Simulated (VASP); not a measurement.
Here is a VASP 6.6.1 calculation.

File INCAR:

```
SYSTEM = Zn
  PREC = Accurate
  ENCUT = 520
  EDIFF = 1E-6
  ISMEAR = -1
  SIGMA = 0.05
  LREAL = .False.
  LASPH = .True.
  NELM = 100
  ALGO = Fast
  ISIF = 2
  LWAVE = .False.
  LCHARG = .True.
  GGA = PS
  LELF = .True.
  LVHAR = .True.
  NBANDS = 12
```

The input KPOINTS:

```
regular mesh
0
Gamma
  12 12 12
  0 0 0
```

The input POSCAR:

```
Zn
1.0
    0.0000000000      1.9382217178      1.9382217178
    1.9382217178      0.0000000000      1.9382217178
    1.9382217178      1.9382217178      0.0000000000
Zn
1
Direct
    0.0000000000      0.0000000000      0.0000000000
```

Potentials or basis: VASP PAW PBE potentials, release 64 (Zn).

Run with:

```sh
$ cat potpaw_PBE.64/Zn/POTCAR > POTCAR
$ mpirun -np 1 vasp_std > vasp.out
```

Question: Predict the band gap on the k mesh.

Answer: Zero (band 6 reaches 5.47 eV, above the bottom of band 7 at 1.89 eV).

Question: Predict the pressure.

Answer: -2.1 GPa.

Caveat: the PAW data sets were made with another functional, which shifts forces and pressure a little.
